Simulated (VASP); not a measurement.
# SiNi (Pmmn) in VASP: further runs

Runs on SiNi. Level: LDA. Tasks: electric field gradients.

All numbers are computed with VASP 6.6.1; they aren't measurements. Logs are shortened: lines on timing, memory, paths and dates and some standing lists are left out, and cuts for length are marked.

## 1. The cell of the first run

It takes space group Pmmn (No. 59, orthorhombic). The conventional cell has a = 3.037 Å, b = 3.284 Å, c = 4.713 Å, α = 90.00°, β = 90.00°, γ = 90.00°. Si (site symmetry mm2) has 6 Ni at 2.35 to 2.40 Å and 6 Si at 2.69 to 3.04 Å within 3.1 Å. Within 3.1 Å of Ni (site symmetry mm2) lie 6 Si at 2.35 to 2.40 Å and 6 Ni at 2.68 to 3.04 Å.

## 2. Electric field gradients, LDA, collinear spin, ferromagnetic start (11.75 Å³/atom)

INCAR reads:

```
ALGO = Normal
EDIFF = 1E-8
ENCUT = 520
GGA = CA
GGA_COMPAT = F
ISIF = 2
ISMEAR = -1
ISPIN = 2
LASPH = T
LCHARG = F
LEFG = T
LMAXMIX = 4
LORBIT = 11
LREAL = F
LWAVE = F
MAGMOM = 0 0 1.5 1.5
NBANDS = 26
NELM = 200
PREC = Accurate
SIGMA = 0.05
```

KPOINTS reads:

```
k-points
0
Gamma
  11 10 7
```

POSCAR reads:

```
SiNi
1.0
    3.0366752898      0.0000000000      0.0000000000
    0.0000000000      3.2843754952      0.0000000000
    0.0000000000      0.0000000000      4.7133672907
Si Ni
2 2
Direct
    0.5000000000      0.5000000000      0.8423000000
    0.0000000000      0.0000000000      0.1577000000
    0.5000000000      0.5000000000      0.3442200000
    0.0000000000      0.0000000000      0.6557800000
```

Potentials or basis: VASP PAW LDA potentials, release 64 (Si, Ni).

On the command line:

```bash
$ cat potpaw_LDA.64/Si/POTCAR potpaw_LDA.64/Ni/POTCAR > POTCAR
$ mpirun -np 1 vasp_std > vasp.out
```

OUTCAR:

```text
EDIFF = 1E-8
   ENCUT = 520
   GGA = CA
   ISIF = 2
   ISMEAR = -1
   ISPIN = 2
   LASPH = T
   LORBIT = 11
   LREAL = F
   NELM = 200
   PREC = Accurate

 ion  position               nearest neighbor table
   1  0.500  0.500  0.842-   3 2.35   3 2.37   4 2.40   4 2.40   4 2.40   4 2.40   2 2.69   2 2.69
                             2 2.69   2 2.69
   2  0.000  0.000  0.158-   4 2.35   4 2.37   3 2.40   3 2.40   3 2.40   3 2.40   1 2.69   1 2.69
                             1 2.69   1 2.69
   3  0.500  0.500  0.344-   1 2.35   1 2.37   2 2.40   2 2.40   2 2.40   2 2.40   4 2.68   4 2.68
                             4 2.68   4 2.68
   4  0.000  0.000  0.656-   2 2.35   2 2.37   1 2.40   1 2.40   1 2.40   1 2.40   3 2.68   3 2.68
                             3 2.68   3 2.68

  LATTYP: Found a simple orthorhombic cell.
 ALAT       =     3.0366752898
 B/A-ratio  =     1.0815695396
 C/A-ratio  =     1.5521472798

  Lattice vectors:

 A1 = (   3.0366752898,   0.0000000000,   0.0000000000)
 A2 = (   0.0000000000,   3.2843754952,   0.0000000000)
 A3 = (   0.0000000000,   0.0000000000,   4.7133672907)

Analysis of symmetry for initial positions (statically):
=====================================================================
 Subroutine PRICEL returns:
 Original cell was already a primitive cell.

 Routine SETGRP: Setting up the symmetry group for a
 simple orthorhombic supercell.

 Subroutine GETGRP returns: Found  8 space group operations
 (whereof  4 operations were pure point group operations)
 out of a pool of  8 trial point group operations.

The static configuration has the point symmetry C_2v.
 The point group associated with its full space group is D_2h.

Analysis of symmetry for dynamics (positions and initial velocities):
=====================================================================
 Subroutine PRICEL returns:
 Original cell was already a primitive cell.

 Routine SETGRP: Setting up the symmetry group for a
 simple orthorhombic supercell.

 Subroutine GETGRP returns: Found  8 space group operations
 (whereof  4 operations were pure point group operations)
[... 1578 lines left out ...]

------------------------ aborting loop because EDIFF is reached ----------------------------------------

  FORCE on cell =-STRESS in cart. coord.  units (eV):
  Direction    XX          YY          ZZ          XY          YZ          ZX
  --------------------------------------------------------------------------------------
  -------------------------------------------------------------------------------------
  Total       -2.9646962     -3.2283853     -3.6355245      0.0000000      0.0000000      0.0000000
  in kB     -101.0434909   -110.0306058   -123.9068200      0.0000000      0.0000000      0.0000000
  external PRESSURE =    -111.6603055 kB  Pullay stress =       0.0000000 kB

 VOLUME and BASIS-vectors are now :
 -----------------------------------------------------------------------------
  energy-cutoff  :      520.00
  volume of cell :       47.01
      direct lattice vectors                 reciprocal lattice vectors
     3.036675290  0.000000000  0.000000000     0.329307517  0.000000000  0.000000000
     0.000000000  3.284375495  0.000000000     0.000000000  0.304471886  0.000000000
     0.000000000  0.000000000  4.713367291     0.000000000  0.000000000  0.212162545

 POSITION                                       TOTAL-FORCE (eV/Angst)
 -----------------------------------------------------------------------------------
      1.51834      1.64219      3.97007         0.000000      0.000000     -0.188164
      0.00000      0.00000      0.74330         0.000000      0.000000      0.188164
      1.51834      1.64219      1.62244         0.000000      0.000000     -0.187574
      0.00000      0.00000      3.09093         0.000000      0.000000      0.187574
 -----------------------------------------------------------------------------------
    total drift:                                0.000000      0.000000      0.000000

  FREE ENERGIE OF THE ION-ELECTRON SYSTEM (eV)
  ---------------------------------------------------
  free  energy   TOTEN  =       -27.2089695307 eV

  energy  without entropy=      -27.1975461485  energy(sigma->0) =      -27.20325784

 Electric field gradients (V/A^2)
---------------------------------------------------------------------
 ion       V_xx      V_yy      V_zz      V_xy      V_xz      V_yz
---------------------------------------------------------------------
   1      25.299     9.336   -34.635     0.000     0.000     0.000
   2      25.299     9.336   -34.635     0.000     0.000     0.000
   3       6.747     8.718   -15.465     0.000    -0.000    -0.000
   4       6.747     8.718   -15.465    -0.000    -0.000    -0.000
---------------------------------------------------------------------

 Electric field gradients after diagonalization (V/A^2)
 (convention: |V_zz| > |V_xx| > |V_yy|)
----------------------------------------------------------------------
 ion       V_xx      V_yy      V_zz     asymmetry (V_yy - V_xx)/ V_zz
----------------------------------------------------------------------
   1      25.299     9.336   -34.635       0.461
   2      25.299     9.336   -34.635       0.461
   3       8.718     6.747   -15.465       0.127
   4       8.718     6.747   -15.465       0.127
----------------------------------------------------------------------

           NMR quadrupolar parameters

 Cq : quadrupolar parameter    Cq=e*Q*V_zz/h
 eta: asymmetry parameters     (V_yy - V_xx)/ V_zz
 Q  : nuclear electric quadrupole moment in mb (millibarn)
----------------------------------------------------------------------
 ion       Cq(MHz)       eta       Q (mb)
----------------------------------------------------------------------
   1      -0.084       0.461       1.000
   2      -0.084       0.461       1.000
   3      -0.037       0.127       1.000
   4      -0.037       0.127       1.000
----------------------------------------------------------------------

 total charge

# of ion       s       p       d       tot
------------------------------------------
    1        0.757   0.849   0.000   1.606
    2        0.757   0.849   0.000   1.606
    3        0.474   0.587   8.474   9.535
    4        0.474   0.587   8.474   9.535
--------------------------------------------------
tot          2.462   2.873  16.949  22.283

 magnetization (x)

# of ion       s       p       d       tot
------------------------------------------
    1       -0.000  -0.000   0.000  -0.000
    2       -0.000  -0.000   0.000  -0.000
    3        0.000   0.000  -0.000  -0.000
    4        0.000   0.000  -0.000  -0.000
--------------------------------------------------
tot         -0.000  -0.000  -0.000  -0.000
```

stdout:

```text
POSCAR found type information on POSCAR SiNi
 POSCAR found :  2 types and       4 ions
 scaLAPACK will be used
 LDA part: xc-table for (Slater(with rela. corr.)+CA(PZ))
 , standard interpolation
 POSCAR, INCAR and KPOINTS ok, starting setup
 FFT: planning ... GRIDC
 FFT: planning ... GRID_SOFT
 FFT: planning ... GRID
 WAVECAR not read
 entering main loop
ion   1

ion   2

ion   3

ion   4
```

Run time: 4.1 min. Hardware: 1 thread of Intel Xeon Platinum 8259CL at 2.50GHz (Skylake/Cascade Lake), shared host; peak memory 0.33 GiB.

What came out:

| Item | Value |
| --- | --- |
| Free energy | -27.2090 eV |
| Pressure | -11.2 GPa |
| Largest force | 0.188 eV/Å |
| Band gap on the k mesh | zero (filled and empty bands overlap) |
| Net moment | 0.00 μB per cell |
| Largest electric field gradient by atom | Si -34.6; Ni -15.5 V/Å² |
| Valence electrons inside the program's atomic spheres | Si 1.61; Ni 9.54 |

Forces on the atoms (eV/Å):
```
Si   0.000  0.000 -0.188
Si   0.000  0.000  0.188
Ni   0.000  0.000 -0.188
Ni   0.000  0.000  0.188
```

Levels at points of the mesh, in eV from the Fermi level:
Spin up:
```tsv
k point	band 11	band 12	band 13	band 14	band 15	band 16	band 17	band 18
(0.00, 0.00, 0.00)	-2.27	-1.94	-1.90	-1.01	0.79	2.90	5.15	5.30
(0.00, 0.50, 0.00)	-2.18	-2.18	-2.00	-2.00	1.23	1.23	4.55	4.55
```
Spin down:
| k point | band 12 | band 13 | band 14 | band 15 | band 16 | band 17 |
| --- | --- | --- | --- | --- | --- | --- |
| (0.00, 0.00, 0.00) | -1.94 | -1.90 | -1.01 | 0.79 | 2.90 | 5.15 |
| (0.00, 0.50, 0.00) | -2.18 | -2.00 | -2.00 | 1.23 | 1.23 | 4.55 |

Electric field gradients, principal values (V/Å²):
| atom | least | middle | greatest (by size) |
| --- | --- | --- | --- |
| 1 Si | 9.336 | 25.299 | -34.635 |
| 2 Si | 9.336 | 25.299 | -34.635 |
| 3 Ni | 6.747 | 8.718 | -15.465 |
| 4 Ni | 6.747 | 8.718 | -15.465 |

Caveat: the cell stands under tension; without QUAD_EFG the Cq values of the log hold for a quadrupole moment of 1 mb, not for the nuclei.

## 3. Electric field gradients, LDA, collinear spin, ferromagnetic start (10.94 Å³/atom)

This run uses another cell than the first one, of 10.94 Å³/atom.

INCAR reads:

```
SYSTEM = SiNi
PREC     = Accurate       ! precision mode
ENCUT    = 520            ! plane-wave cutoff, eV
EDIFF    = 1E-8           ! SCF threshold, eV
ISMEAR   = -1             ! smearing method
SIGMA    = 0.05           ! smearing width, eV
LREAL    = .False.        ! projectors in reciprocal space
LASPH    = .True.         ! aspherical terms in the spheres
NELM     = 200            ! most SCF steps
ALGO     = Normal         ! electronic algorithm
ISIF     = 2              ! what is computed and relaxed
LWAVE    = .False.        ! write WAVECAR
LCHARG   = .False.        ! write CHGCAR
ISPIN    = 2              ! spin polarisation
MAGMOM   = 0 0 1.5 1.5    ! initial moments
LORBIT   = 11             ! projections on sites
LMAXMIX  = 4              ! l up to which the mixer works
GGA      = CA             ! functional
LEFG     = .True.       
NBANDS   = 26             ! bands
GGA_COMPAT= .False.
```

KPOINTS reads:

```
Automatic mesh
0
Gamma
  11 10 7
  0 0 0
```

POSCAR reads:

```
SiNi
1.0
    2.9648349084      0.0000000000      0.0000000000
    0.0000000000      3.2066751269      0.0000000000
    0.0000000000      0.0000000000      4.6018604381
Si Ni
2 2
Direct
    0.5000000000      0.5000000000      0.8423000000
    0.0000000000      0.0000000000      0.1577000000
    0.5000000000      0.5000000000      0.3442200000
    0.0000000000      0.0000000000      0.6557800000
```

Potentials or basis: VASP PAW LDA potentials, release 64 (Si, Ni).

On the command line:

```bash
$ cat potpaw_LDA.64/Si/POTCAR potpaw_LDA.64/Ni/POTCAR > POTCAR
$ mpirun -np 1 vasp_std > vasp.out
```

OUTCAR:

```text
SYSTEM = SiNi
   PREC = Accurate
   ENCUT = 520
   EDIFF = 1E-8
   ISMEAR = -1
   LREAL = .False.
   LASPH = .True.
   NELM = 200
   ISIF = 2
   ISPIN = 2
   LORBIT = 11
   GGA = CA

 ion  position               nearest neighbor table
   1  0.500  0.500  0.842-   3 2.29   3 2.31   4 2.35   4 2.35   4 2.35   4 2.35   2 2.62   2 2.62
                             2 2.62   2 2.62
   2  0.000  0.000  0.158-   4 2.29   4 2.31   3 2.35   3 2.35   3 2.35   3 2.35   1 2.62   1 2.62
                             1 2.62   1 2.62
   3  0.500  0.500  0.344-   1 2.29   1 2.31   2 2.35   2 2.35   2 2.35   2 2.35   4 2.61   4 2.61
                             4 2.61   4 2.61
   4  0.000  0.000  0.656-   2 2.29   2 2.31   1 2.35   1 2.35   1 2.35   1 2.35   3 2.61   3 2.61
                             3 2.61   3 2.61

  LATTYP: Found a simple orthorhombic cell.
 ALAT       =     2.9648349084
 B/A-ratio  =     1.0815695396
 C/A-ratio  =     1.5521472798

  Lattice vectors:

 A1 = (   2.9648349084,   0.0000000000,   0.0000000000)
 A2 = (   0.0000000000,   3.2066751269,   0.0000000000)
 A3 = (   0.0000000000,   0.0000000000,   4.6018604381)

Analysis of symmetry for initial positions (statically):
=====================================================================
 Subroutine PRICEL returns:
 Original cell was already a primitive cell.

 Routine SETGRP: Setting up the symmetry group for a
 simple orthorhombic supercell.

 Subroutine GETGRP returns: Found  8 space group operations
 (whereof  4 operations were pure point group operations)
 out of a pool of  8 trial point group operations.

The static configuration has the point symmetry C_2v.
 The point group associated with its full space group is D_2h.

Analysis of symmetry for dynamics (positions and initial velocities):
=====================================================================
[... 1602 lines left out ...]
     2.964834908  0.000000000  0.000000000     0.337286908  0.000000000  0.000000000
     0.000000000  3.206675127  0.000000000     0.000000000  0.311849489  0.000000000
     0.000000000  0.000000000  4.601860438     0.000000000  0.000000000  0.217303417

 POSITION                                       TOTAL-FORCE (eV/Angst)
 -----------------------------------------------------------------------------------
      1.48242      1.60334      3.87615         0.000000      0.000000     -0.034647
      0.00000      0.00000      0.72571         0.000000      0.000000      0.034647
      1.48242      1.60334      1.58405         0.000000      0.000000     -0.013103
      0.00000      0.00000      3.01781         0.000000      0.000000      0.013103
 -----------------------------------------------------------------------------------
    total drift:                                0.000000      0.000000     -0.000000

  FREE ENERGIE OF THE ION-ELECTRON SYSTEM (eV)
  ---------------------------------------------------
  free  energy   TOTEN  =       -27.3068597027 eV

  energy  without entropy=      -27.2962747996  energy(sigma->0) =      -27.30156725

 Electric field gradients (V/A^2)
---------------------------------------------------------------------
 ion       V_xx      V_yy      V_zz      V_xy      V_xz      V_yz
---------------------------------------------------------------------
   1      26.789     9.539   -36.328     0.000     0.000     0.000
   2      26.789     9.539   -36.328     0.000    -0.000    -0.000
   3      11.705    10.508   -22.213    -0.000    -0.000    -0.000
   4      11.705    10.508   -22.213    -0.000     0.000    -0.000
---------------------------------------------------------------------

 Electric field gradients after diagonalization (V/A^2)
 (convention: |V_zz| > |V_xx| > |V_yy|)
----------------------------------------------------------------------
 ion       V_xx      V_yy      V_zz     asymmetry (V_yy - V_xx)/ V_zz
----------------------------------------------------------------------
   1      26.789     9.539   -36.328       0.475
   2      26.789     9.539   -36.328       0.475
   3      11.705    10.508   -22.213       0.054
   4      11.705    10.508   -22.213       0.054
----------------------------------------------------------------------

           NMR quadrupolar parameters

 Cq : quadrupolar parameter    Cq=e*Q*V_zz/h
 eta: asymmetry parameters     (V_yy - V_xx)/ V_zz
 Q  : nuclear electric quadrupole moment in mb (millibarn)
----------------------------------------------------------------------
 ion       Cq(MHz)       eta       Q (mb)
----------------------------------------------------------------------
   1      -0.088       0.475       1.000
   2      -0.088       0.475       1.000
   3      -0.054       0.054       1.000
   4      -0.054       0.054       1.000
----------------------------------------------------------------------

 total charge

# of ion       s       p       d       tot
------------------------------------------
    1        0.755   0.898   0.000   1.653
    2        0.755   0.898   0.000   1.653
    3        0.507   0.668   8.516   9.691
    4        0.507   0.668   8.516   9.691
--------------------------------------------------
tot          2.522   3.131  17.033  22.687

 magnetization (x)

# of ion       s       p       d       tot
------------------------------------------
    1        0.000  -0.000   0.000   0.000
    2        0.000  -0.000   0.000   0.000
    3        0.000   0.000  -0.000  -0.000
    4        0.000   0.000  -0.000  -0.000
--------------------------------------------------
tot          0.000   0.000  -0.000  -0.000
```

Run time: 4.5 min. Hardware: 1 thread of Intel Xeon Platinum 8259CL at 2.50GHz (Skylake/Cascade Lake), shared host; peak memory 0.32 GiB.

Results:

```
Free energy                                           : -27.3069 eV
Pressure                                              : 2.4 GPa
Largest force                                         : 0.035 eV/Å
Band gap on the k mesh                                : zero (filled and empty bands overlap)
Net moment                                            : 0.00 μB per cell
Largest electric field gradient by atom               : Si -36.3; Ni -22.2 V/Å²
Valence electrons inside the program's atomic spheres : Si 1.65; Ni 9.69
```

Forces on the atoms (eV/Å):
```
Si   0.000  0.000 -0.035
Si   0.000  0.000  0.035
Ni   0.000  0.000 -0.013
Ni   0.000  0.000  0.013
```

Levels at points of the mesh, in eV from the Fermi level:
Spin up:
| k point | band 11 | band 12 | band 13 | band 14 | band 15 | band 16 | band 17 | band 18 |
| --- | --- | --- | --- | --- | --- | --- | --- | --- |
| (0.00, 0.00, 0.00) | -2.52 | -2.15 | -2.10 | -1.12 | 0.81 | 3.25 | 5.32 | 5.65 |
| (0.00, 0.50, 0.00) | -2.42 | -2.42 | -2.21 | -2.21 | 1.39 | 1.39 | 4.81 | 4.81 |
Spin down:
```
           k point  band 10  band 11  band 12  band 13  band 14  band 15  band 16  band 17  band 18  band 19
(0.00, 0.00, 0.00)    -2.80    -2.52    -2.15    -2.10    -1.12     0.81     3.25     5.32     5.65     7.16
(0.00, 0.50, 0.00)    -2.86    -2.42    -2.42    -2.21    -2.21     1.39     1.39     4.81     4.81     7.78
```

Electric field gradients, principal values (V/Å²):
| atom | least | middle | greatest (by size) |
| --- | --- | --- | --- |
| 1 Si | 9.539 | 26.789 | -36.328 |
| 2 Si | 9.539 | 26.789 | -36.328 |
| 3 Ni | 10.508 | 11.705 | -22.213 |
| 4 Ni | 10.508 | 11.705 | -22.213 |

Caveat: without QUAD_EFG the Cq values of the log hold for a quadrupole moment of 1 mb, not for the nuclei.
